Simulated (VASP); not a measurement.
# AlRu (P4/mmm) in VASP: notebook, part 2 of 2

VASP 6.6.1.

### Step 5. Single point, PBEsol (strain +0.000 along x and y, -0.025 along z)

Contents of INCAR:

```
SYSTEM = AlRu
PREC = Accurate
ENCUT = 520
EDIFF = 1E-7
ISMEAR = 0
SIGMA = 0.15
LREAL = .FALSE.
LASPH = .TRUE.
NELM = 100
ALGO = Fast
ISIF = 2
LWAVE = .FALSE.
LCHARG = .FALSE.
GGA = PS
NBANDS = 16
```

Contents of KPOINTS:

```
regular mesh
0
G
  16 16 16
  0 0 0
```

Contents of POSCAR:

```
AlRu
1.0
    2.9916000000      0.0000000000      0.0000000000
    0.0000000000      2.9916000000      0.0000000000
    0.0000000000      0.0000000000      2.9168100000
Al Ru
1 1
Direct
    0.0000000000      0.0000000000      0.0000000000
    0.5000000000      0.5000000000      0.5000000000
```

Potentials or basis: VASP PAW PBE potentials, release 64 (Al, Ru_pv).

The run is started by

```console
$ cat potpaw_PBE.64/Al/POTCAR potpaw_PBE.64/Ru_pv/POTCAR > POTCAR
$ mpirun -np 1 vasp_std > vasp.out
```

OUTCAR:

```text
SYSTEM = AlRu
   PREC = Accurate
   ENCUT = 520
   EDIFF = 1E-7
   ISMEAR = 0
   LREAL = .FALSE.
   LASPH = .TRUE.
   NELM = 100
   ISIF = 2
   GGA = PS

 ion  position               nearest neighbor table
   1  0.000  0.000  0.000-   2 2.57   2 2.57   2 2.57   2 2.57   2 2.57   2 2.57   2 2.57   2 2.57

   2  0.500  0.500  0.500-   1 2.57   1 2.57   1 2.57   1 2.57   1 2.57   1 2.57   1 2.57   1 2.57

  LATTYP: Found a simple tetragonal cell.
 ALAT       =     2.9916000000
 C/A-ratio  =     0.9750000000

  Lattice vectors:

[... 646 lines left out ...]

  FORCE on cell =-STRESS in cart. coord.  units (eV):
  Direction    XX          YY          ZZ          XY          YZ          ZX
  --------------------------------------------------------------------------------------
  -------------------------------------------------------------------------------------
  Total        0.1361466      0.1361466      0.9067739      0.0000000     -0.0000000     -0.0000000
  in kB        8.3560714      8.3560714     55.6537493      0.0000000     -0.0000000     -0.0000000
  external PRESSURE =      24.1219640 kB  Pullay stress =       0.0000000 kB

 VOLUME and BASIS-vectors are now :
 -----------------------------------------------------------------------------
  energy-cutoff  :      520.00
  volume of cell :       26.10
      direct lattice vectors                 reciprocal lattice vectors
     2.991600000  0.000000000  0.000000000     0.334269287  0.000000000  0.000000000
     0.000000000  2.991600000  0.000000000     0.000000000  0.334269287  0.000000000
     0.000000000  0.000000000  2.916810000     0.000000000  0.000000000  0.342840295

 POSITION                                       TOTAL-FORCE (eV/Angst)
 -----------------------------------------------------------------------------------
      0.00000      0.00000      0.00000         0.000000      0.000000      0.000000
      1.49580      1.49580      1.45840         0.000000      0.000000      0.000000
 -----------------------------------------------------------------------------------
    total drift:                                0.000000     -0.000000     -0.000000

  FREE ENERGIE OF THE ION-ELECTRON SYSTEM (eV)
  ---------------------------------------------------
  free  energy   TOTEN  =       -15.5184643422 eV

  energy  without entropy=      -15.5001403784  energy(sigma->0) =      -15.50930236
```

OSZICAR:

```text
N       E                     dE             d eps       ncg     rms          rms(c)
DAV:   1     0.116799709796E+03    0.11680E+03   -0.91334E+03 13128   0.992E+02
DAV:   2    -0.143995916900E+02   -0.13120E+03   -0.12491E+03 15168   0.296E+02
DAV:   3    -0.163039476960E+02   -0.19044E+01   -0.18985E+01 16672   0.373E+01
DAV:   4    -0.163174341563E+02   -0.13486E-01   -0.13470E-01 16256   0.330E+00
DAV:   5    -0.163176160322E+02   -0.18188E-03   -0.18163E-03 15536   0.368E-01    0.139E+01
RMM:   6    -0.156120786126E+02    0.70554E+00   -0.22983E+00 13338   0.118E+01    0.246E+00
RMM:   7    -0.155366102752E+02    0.75468E-01   -0.13521E-01 13795   0.301E+00    0.212E+00
RMM:   8    -0.155187446673E+02    0.17866E-01   -0.16779E-02 14355   0.920E-01    0.200E-01
RMM:   9    -0.155184680054E+02    0.27666E-03   -0.13095E-03 14837   0.303E-01    0.136E-01
RMM:  10    -0.155184651690E+02    0.28365E-05   -0.19756E-04 15498   0.131E-01    0.329E-02
RMM:  11    -0.155184659530E+02   -0.78400E-06   -0.51480E-05 15387   0.614E-02    0.233E-02
RMM:  12    -0.155184642179E+02    0.17350E-05   -0.14446E-05 15788   0.325E-02    0.119E-02
RMM:  13    -0.155184641882E+02    0.29690E-07   -0.21624E-06 15589   0.139E-02    0.928E-03
RMM:  14    -0.155184642971E+02   -0.10888E-06   -0.69538E-07 15046   0.806E-03    0.758E-03
RMM:  15    -0.155184643422E+02   -0.45105E-07   -0.17938E-07 11049   0.394E-03
   1 F= -.15518464E+02 E0= -.15509302E+02  d E =-.183240E-01
```

Wall time 87 s (1 thread of AMD EPYC 9R45 (Zen 5), shared host); peak memory 0.24 GiB.

What came out:

- Free energy: -15.5185 eV
- Pressure: 2.4 GPa

Caveat: the cell differs from its parent crystal (strain +0.000 along x and y, -0.025 along z); the PAW data sets were made with another functional, which shifts forces and pressure a little.

### Step 6. Single point, PBEsol (strain -0.025 along x and y, +0.025 along z)

Contents of INCAR:

```
SYSTEM = AlRu
PREC = Accurate ; ENCUT = 520
EDIFF = 1E-6 ; ISMEAR = 0
SIGMA = 0.15 ; LREAL = .FALSE.
LASPH = .TRUE. ; NELM = 80
ALGO = Fast ; ISIF = 2
LWAVE = .FALSE. ; LCHARG = .FALSE.
GGA = PS ; NBANDS = 16
```

Contents of KPOINTS:

```
Automatic mesh
0
G
  16 16 16
  0 0 0
```

Contents of POSCAR:

```
AlRu
1.0
    2.9168100000      0.0000000000      0.0000000000
    0.0000000000      2.9168100000      0.0000000000
    0.0000000000      0.0000000000      3.0663900000
Al Ru
1 1
Direct
    0.0000000000      0.0000000000      0.0000000000
    0.5000000000      0.5000000000      0.5000000000
```

Potentials or basis: VASP PAW PBE potentials, release 64 (Al, Ru_pv).

The run is started by

```console
$ cat potpaw_PBE.64/Al/POTCAR potpaw_PBE.64/Ru_pv/POTCAR > POTCAR
$ mpirun -np 1 vasp_std > vasp.out
```

Wall time 76 s (1 thread of AMD EPYC 9R45 (Zen 5), shared host); peak memory 0.24 GiB.

Results (log left out):

- Free energy: -15.5007 eV
- Pressure: 2.8 GPa

Stress tensor (GPa, compression positive):
```
 5.67  0.00  0.00
 0.00  5.67  0.00
 0.00  0.00 -3.04
```

Levels at points of the mesh, in eV from the Fermi level:
```tsv
k point	band 5	band 6	band 7	band 8	band 9	band 10	band 11	band 12	band 13	band 14
(0.00, 0.00, 0.00)	-3.79	-3.76	0.08	0.08	0.39	5.17	6.69	6.69	11.00	11.12
(0.50, 0.00, 0.00)	-5.37	-2.88	-2.09	-1.50	0.38	2.65	7.35	10.26	11.55	12.60
(0.50, 0.50, 0.00)	-3.10	-1.55	-1.55	-1.22	-1.22	1.80	5.88	6.71	10.03	11.98
(0.00, 0.00, 0.50)	-5.92	-3.07	-1.46	-1.46	0.59	1.76	7.46	11.54	11.54	13.16
(0.50, 0.00, 0.50)	-3.29	-1.68	-1.33	-1.16	-1.00	1.41	5.25	6.38	11.20	14.72
(0.50, 0.50, 0.50)	-4.77	-4.77	1.47	1.87	2.74	3.92	4.25	4.25	8.53	8.53
```

Caveat: the cell differs from its parent crystal (strain -0.025 along x and y, +0.025 along z); the PAW data sets were made with another functional, which shifts forces and pressure a little.

### Step 7. The runs side by side

```csv
cell,further INCAR settings,gap on the mesh (eV),pressure (GPa)
"a = 2.842, b = 2.842, c = 3.066 Å, 2 atoms",ALGO = Fast; EDIFF = 1e-06; NBANDS = 16,none,16.7
"a = 2.992, b = 2.992, c = 2.842 Å, 2 atoms",ALGO = Fast; EDIFF = 1e-06; NBANDS = 16,none,9.0
"a = 2.917, b = 2.917, c = 2.992 Å, 2 atoms",ALGO = Fast; EDIFF = 1e-06; NBANDS = 16,none,8.5
"a = 2.992, b = 2.992, c = 2.917 Å, 2 atoms",ALGO = Fast; EDIFF = 1e-07; NBANDS = 16,none,2.4
"a = 2.917, b = 2.917, c = 3.066 Å, 2 atoms",ALGO = Fast; EDIFF = 1e-06; NBANDS = 16,none,2.8
```

Alike in all rows: task single point; level PBEsol; potentials or basis VASP PAW PBE potentials, release 64 (Al, Ru_pv); no spin polarisation; k mesh 16 × 16 × 16; cutoff (eV) 520; smearing gaussian 0.15 eV.

Caveats: the PAW data sets were made with another functional, which shifts forces and pressure a little.

Absolute energies hang on the potentials; compare differences alone.
